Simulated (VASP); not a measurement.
# Si8NO14 (a cell with a defect) in VASP: notebook, part 2 of 2

VASP 6.6.1.

## Step 3: Single point, LDA, collinear spin, ferromagnetic start

The input, INCAR:

```
SYSTEM = Si8NO14
PREC = Accurate
ENCUT = 520
EDIFF = 1E-7
ISMEAR = 0
SIGMA = 0.05
LREAL = Auto
LASPH = .TRUE.
NELM = 150
ALGO = Normal
ISIF = 2
LWAVE = .FALSE.
LCHARG = .FALSE.
ISPIN = 2
MAGMOM = 0 0 0 0 0 0 0 0 0 0 0 0 0 0 0 0 0 0 0 0 0 0 1
LORBIT = 11
GGA = CA
NBANDS = 82
```

The input, KPOINTS:

```
Automatic mesh
0
G
  2 2 2
  0 0 0
```

The input, POSCAR:

```
Si8NO14
1.0
   -4.1693000000     -4.1693000000      0.0000000000
    4.1693000000     -4.1693000000      0.0000000000
    0.0000000000      0.0000000000      5.3304000000
Si O N
8 14 1
Direct
    0.5000000000      0.4992627172     -0.0004313669
    0.0000000000      0.5130969348      0.2500000000
    0.5000000000      0.4992627172      0.5004313669
    0.0000000000      0.4662124273      0.7500000000
    0.0000000000      0.0130916007      0.0049167840
    0.5000000000     -0.0079152817      0.2500000000
    0.0000000000      0.0130916007      0.4950832160
    0.5000000000     -0.0031659552      0.7500000000
    0.1930206520      0.5104537134     -0.0016482294
    0.0000000000      0.2048090994      0.2500000000
    0.8069793480      0.5104537134     -0.0016482294
    0.0000000000      0.8140154531      0.2500000000
    0.1930206520      0.5104537134      0.5016482294
    0.8069793480      0.5104537134      0.5016482294
    0.6934765333     -0.0076404856      0.0011015867
    0.5000000000      0.6895615214      0.2500000000
    0.3065234667     -0.0076404856      0.0011015867
    0.5000000000      0.3030469475      0.2500000000
    0.6934765333     -0.0076404856      0.4988984133
    0.5000000000      0.6920487179      0.7500000000
    0.3065234667     -0.0076404856      0.4988984133
    0.5000000000      0.3039969199      0.7500000000
    0.0000000000      1.1808316686      0.7500000000
```

Potentials or basis: VASP PAW LDA potentials, release 64 (Si, O, N).

Launch:

```bash
cat potpaw_LDA.64/Si/POTCAR potpaw_LDA.64/O/POTCAR potpaw_LDA.64/N/POTCAR > POTCAR
mpirun -np 1 vasp_std > vasp.out
```

OUTCAR:

```text
SYSTEM = Si8NO14
   PREC = Accurate
   ENCUT = 520
   EDIFF = 1E-7
   ISMEAR = 0
   LREAL = Auto
   LASPH = .TRUE.
   NELM = 150
   ISIF = 2
   ISPIN = 2
   LORBIT = 11
   GGA = CA

 ion  position               nearest neighbor table
   1  0.500  0.499  1.000-  16 1.74  20 1.75  22 1.76  18 1.77   9 1.81  11 1.81   3 2.66   3 2.67

   2  0.000  0.513  0.250-   9 1.76  11 1.76  13 1.76  14 1.76  12 1.77  10 1.82   4 2.68   4 2.68

   3  0.500  0.499  0.500-  16 1.74  20 1.75  22 1.76  18 1.77  13 1.81  14 1.81   1 2.66   1 2.67
[... 12 lines left out ...]
  10  0.000  0.205  0.250-   5 1.73   7 1.73   2 1.82
  11  0.807  0.510  0.998-   2 1.76   4 1.77   1 1.81
  12  0.000  0.814  0.250-   5 1.76   7 1.76   2 1.77
  13  0.193  0.510  0.502-   2 1.76   4 1.77   3 1.81
  14  0.807  0.510  0.502-   2 1.76   4 1.77   3 1.81
  15  0.693  0.992  0.001-   6 1.75   8 1.76   5 1.81
  16  0.500  0.690  0.250-   1 1.74   3 1.74   6 1.78
  17  0.307  0.992  0.001-   6 1.75   8 1.76   5 1.81
  18  0.500  0.303  0.250-   1 1.77   3 1.77   6 1.83
  19  0.693  0.992  0.499-   6 1.75   8 1.76   7 1.81
  20  0.500  0.692  0.750-   1 1.75   3 1.75   8 1.80
  21  0.307  0.992  0.499-   6 1.75   8 1.76   7 1.81
  22  0.500  0.304  0.750-   1 1.76   3 1.76   8 1.81
  23  0.000  0.181  0.750-   5 1.68   7 1.68   4 1.68

  LATTYP: Found a simple tetragonal cell.
 ALAT       =     5.8962806056
 C/A-ratio  =     0.9040275313

  Lattice vectors:

 A1 = (  -4.1693000000,  -4.1693000000,   0.0000000000)
 A2 = (   4.1693000000,  -4.1693000000,   0.0000000000)
 A3 = (   0.0000000000,   0.0000000000,   5.3304000000)

Analysis of symmetry for initial positions (statically):
=====================================================================
 Subroutine PRICEL returns:
 Original cell was already a primitive cell.

 Routine SETGRP: Setting up the symmetry group for a
 simple tetragonal supercell.

[... 224 lines left out ...]
      3     -12.6835      1.00000
      4     -11.8451      1.00000
      5     -11.7287      1.00000
      6     -11.4781      1.00000
[... 589 lines left out ...]
     71      17.7708      0.00000
     72      17.9797      0.00000
 Fermi energy:        10.3959348407

 spin component 2

 k-point     1 :       0.0000    0.0000    0.0000
  band No.  band energies     occupation
      1     -14.4579      1.00000
      2     -12.7949      1.00000
      3     -12.6835      1.00000
      4     -11.8451      1.00000
      5     -11.7287      1.00000
      6     -11.4781      1.00000
[... 589 lines left out ...]
     71      17.7708      0.00000
     72      17.9797      0.00000
 [bands above 72 left out]

------------------------ aborting loop because EDIFF is reached ----------------------------------------

  FORCE on cell =-STRESS in cart. coord.  units (eV):
  Direction    XX          YY          ZZ          XY          YZ          ZX
  --------------------------------------------------------------------------------------
  -------------------------------------------------------------------------------------
  Total        2.2287030      2.2287030      3.1216407     -2.2072867      0.0000000      0.0000000
  in kB       19.2684463     19.2684463     26.9884172    -19.0832900      0.0000000      0.0000000
  external PRESSURE =      21.8417699 kB  Pullay stress =       0.0000000 kB

 VOLUME and BASIS-vectors are now :
 -----------------------------------------------------------------------------
  energy-cutoff  :      520.00
  volume of cell :      185.32
      direct lattice vectors                 reciprocal lattice vectors
    -4.169300000 -4.169300000  0.000000000    -0.119924208 -0.119924208  0.000000000
     4.169300000 -4.169300000  0.000000000     0.119924208 -0.119924208  0.000000000
     0.000000000  0.000000000  5.330400000     0.000000000  0.000000000  0.187603182

 POSITION                                       TOTAL-FORCE (eV/Angst)
 -----------------------------------------------------------------------------------
     -0.00307     -4.16623      5.32810        -0.001124      0.001124     -0.012322
      2.13926     -2.13926      1.33260         0.000733     -0.000733     -0.000000
     -0.00307     -4.16623      2.66750        -0.001124      0.001124      0.012322
      1.94378     -1.94378      3.99780        -0.000178      0.000178     -0.000000
      0.05458     -0.05458      0.02621        -0.008807      0.008807     -0.050776
      2.05165     -6.22095      1.33260        -0.001178      0.001178     -0.000000
[... 15 lines left out ...]
     -0.81720     -3.35210      3.99780        -0.023401      0.023401     -0.000000
      0.75394     -0.75394      3.99780        -0.005438      0.005438     -0.000000
 -----------------------------------------------------------------------------------
    total drift:                               -0.004555      0.004555      0.000000

  FREE ENERGIE OF THE ION-ELECTRON SYSTEM (eV)
  ---------------------------------------------------
  free  energy   TOTEN  =      -195.5866021154 eV

  energy  without entropy=     -195.5865962087  energy(sigma->0) =     -195.58659916

 total charge

# of ion       s       p       d       tot
------------------------------------------
    1        0.595   0.895   0.000   1.491
    2        0.594   0.896   0.000   1.490
    3        0.595   0.895   0.000   1.491
    4        0.636   0.921   0.000   1.556
    5        0.636   0.920   0.000   1.556
    6        0.602   0.905   0.000   1.506
[... 15 lines left out ...]
   22        1.538   3.668   0.000   5.206
   23        1.226   2.808   0.000   4.034
--------------------------------------------------
tot         27.692  61.415   0.000  89.107

 magnetization (x)

# of ion       s       p       d       tot
------------------------------------------
    1        0.000   0.000   0.000   0.000
    2        0.000   0.000   0.000   0.000
    3        0.000   0.000   0.000   0.000
    4       -0.000  -0.000   0.000  -0.000
    5       -0.000  -0.000   0.000  -0.000
    6        0.000   0.000   0.000   0.000
[... 15 lines left out ...]
   22       -0.000  -0.000   0.000  -0.000
   23        0.000   0.000   0.000   0.000
--------------------------------------------------
tot          0.000  -0.000   0.000  -0.000
```

OSZICAR:

```text
N       E                     dE             d eps       ncg     rms          rms(c)
DAV:   1     0.599384654308E+03    0.59938E+03   -0.66856E+04  2624   0.143E+03
DAV:   2    -0.178965728514E+03   -0.77835E+03   -0.75842E+03  3096   0.323E+02
DAV:   3    -0.215521064582E+03   -0.36555E+02   -0.36359E+02  3376   0.702E+01
DAV:   4    -0.215871779289E+03   -0.35071E+00   -0.35009E+00  3288   0.770E+00
DAV:   5    -0.215875767305E+03   -0.39880E-02   -0.39859E-02  3240   0.776E-01    0.359E+01
DAV:   6    -0.195984321270E+03    0.19891E+02   -0.71036E+01  3072   0.293E+01    0.173E+01
DAV:   7    -0.195760360458E+03    0.22396E+00   -0.36353E+00  3160   0.633E+00    0.616E+00
DAV:   8    -0.195620157563E+03    0.14020E+00   -0.22268E-01  3136   0.161E+00    0.279E+00
DAV:   9    -0.195587801060E+03    0.32357E-01   -0.32150E-02  3280   0.797E-01    0.864E-01
DAV:  10    -0.195586638436E+03    0.11626E-02   -0.53790E-03  3136   0.268E-01    0.361E-01
DAV:  11    -0.195586617497E+03    0.20940E-04   -0.56651E-04  3120   0.908E-02    0.192E-01
DAV:  12    -0.195586597590E+03    0.19907E-04   -0.12530E-04  3168   0.460E-02    0.662E-02
DAV:  13    -0.195586602169E+03   -0.45788E-05   -0.28823E-05  3176   0.191E-02    0.183E-02
DAV:  14    -0.195586602237E+03   -0.68307E-07   -0.11728E-06  3160   0.459E-03    0.700E-03
DAV:  15    -0.195586602117E+03    0.11961E-06   -0.54901E-07  3040   0.351E-03    0.308E-03
DAV:  16    -0.195586602115E+03    0.18863E-08   -0.15439E-07  2328   0.174E-03
   1 F= -.19558660E+03 E0= -.19558660E+03  d E =-.590666E-05  mag=    -0.0000
```

stdout:

```text
POSCAR found type information on POSCAR SiO N
 POSCAR found :  3 types and      23 ions
 scaLAPACK will be used
 LDA part: xc-table for (Slater(with rela. corr.)+CA(PZ))
 , standard interpolation
 POSCAR, INCAR and KPOINTS ok, starting setup
 FFT: planning ... GRIDC
 FFT: planning ... GRID_SOFT
 FFT: planning ... GRID
 WAVECAR not read
 entering main loop
```

Run time: 12 min. Hardware: 1 thread of Oxide Virtual Turin-like, shared host; peak memory 0.3 GiB.

What came out:

* Free energy: -195.5866 eV
* Pressure: 2.2 GPa
* Largest force: 0.052 eV/Å
* Net moment: 0.00 μB per cell
* Valence electrons inside the program's atomic spheres: Si 1.49, 1.56, 1.51, 1.48 (each value once); O 5.20, 5.23, 5.21, 5.24, 5.19 (each value once); N 4.03

Forces in eV/Å, atoms in the order of the input:
```
Si  -0.001  0.001 -0.012
Si   0.001 -0.001  0.000
Si  -0.001  0.001  0.012
Si   0.000  0.000  0.000
Si  -0.009  0.009 -0.051
Si  -0.001  0.001  0.000
Si  -0.009  0.009  0.051
Si   0.001 -0.001  0.000
O   -0.016 -0.024 -0.001
O    0.037 -0.037  0.000
O    0.024  0.016 -0.001
O   -0.023  0.023  0.000
O   -0.016 -0.024  0.001
O    0.024  0.016  0.001
O   -0.027 -0.029 -0.001
O    0.024 -0.024  0.000
O    0.029  0.027 -0.001
O   -0.032  0.032  0.000
O   -0.027 -0.029  0.001
O    0.023 -0.023  0.000
O    0.029  0.027  0.001
O   -0.023  0.023  0.000
N   -0.005  0.005  0.000
```

Levels at points of the mesh, in eV from the Fermi level:
Spin up:
```tsv
k point	band 57	band 58	band 59	band 60	band 61	band 62	band 63	band 64
(0.00, 0.00, 0.00)	-3.92	-3.84	-3.20	-1.92	-0.71	3.21	3.62	3.73
(0.50, 0.00, 0.00)	-4.24	-3.95	-3.57	-2.54	-0.13	3.42	4.03	4.39
(0.00, 0.50, 0.00)	-4.28	-3.74	-3.49	-2.10	-0.46	2.67	3.62	4.18
(0.50, 0.50, 0.00)	-4.00	-3.86	-3.81	-2.30	-0.23	3.03	4.35	4.79
(0.00, 0.00, 0.50)	-4.14	-3.83	-3.46	-2.05	0.21	2.21	3.87	5.07
(0.50, 0.00, 0.50)	-3.64	-3.60	-3.60	-2.30	0.31	2.95	4.17	5.23
(0.00, 0.50, 0.50)	-3.69	-3.61	-3.53	-1.95	0.13	2.17	3.60	5.26
(0.50, 0.50, 0.50)	-4.12	-4.06	-3.89	-2.34	0.40	2.83	3.64	6.23
```
Spin down:
```csv
k point,band 56,band 57,band 58,band 59,band 60,band 61,band 62,band 63,band 64,band 65
"(0.00, 0.00, 0.00)",-4.15,-3.92,-3.84,-3.20,-1.92,-0.71,3.21,3.62,3.73,4.02
"(0.50, 0.00, 0.00)",-4.37,-4.24,-3.95,-3.57,-2.54,-0.13,3.42,4.03,4.39,4.64
"(0.00, 0.50, 0.00)",-4.44,-4.28,-3.74,-3.49,-2.10,-0.46,2.67,3.62,4.18,4.97
"(0.50, 0.50, 0.00)",-4.08,-4.00,-3.86,-3.81,-2.30,-0.23,3.03,4.35,4.79,5.05
"(0.00, 0.00, 0.50)",-4.17,-4.14,-3.83,-3.46,-2.05,0.21,2.21,3.87,5.07,5.12
"(0.50, 0.00, 0.50)",-4.26,-3.64,-3.60,-3.60,-2.30,0.31,2.95,4.17,5.23,5.26
"(0.00, 0.50, 0.50)",-3.96,-3.69,-3.61,-3.53,-1.95,0.13,2.17,3.60,5.26,5.62
"(0.50, 0.50, 0.50)",-4.18,-4.12,-4.06,-3.89,-2.34,0.40,2.83,3.64,6.23,6.32
```

Caveat: the k points lie up to 0.59 Å⁻¹ apart.
